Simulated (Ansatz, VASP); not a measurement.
**One calculation of NiO, two programs**

```
Ni O
1.0
     0.00000    2.07306    2.07306
     2.07306    0.00000    2.07306
     2.07306    2.07306    0.00000
Ni O
1 1
Direct
  0.00000 0.00000 0.00000
  0.50000 0.50000 0.50000
```

Alike in both runs: task single point; functional r2SCAN; k mesh 12 × 12 × 12; occupations gaussian, width 0.02 eV; collinear spin.

|  | VASP | Ansatz |
| --- | --- | --- |
| version | VASP 6.6.1 | Ansatz 0.2.0 |
| potentials or method | VASP PAW PBE potentials, release 64 (Ni_sv_GW, O), cutoff 660 eV | scalar-relativistic, plane waves, PAW |
| valence electrons in the cell | 24 | 24 |

|  | VASP | Ansatz | Ansatz less VASP |
| --- | --- | --- | --- |
| gap on the k mesh at the Fermi level (eV) | 0.74 | 0.72 | -0.024 |
| least direct gap on the mesh (eV) | 1.82 | 1.79 | -0.033 |
| pressure (GPa) | 5.0 | 7.0 | +2.01 |
| net moment per atom (μB) | 1.00 | 1.00 | 0.000 |
| size of the moment on the site where the two differ most (μB) | 1.70 | 1.66 | -0.036 |

VASP's potentials were made for PBE, not for r2SCAN. Site moments also hang on the region over which each program counts them. Ansatz's warnings: stability check not made.
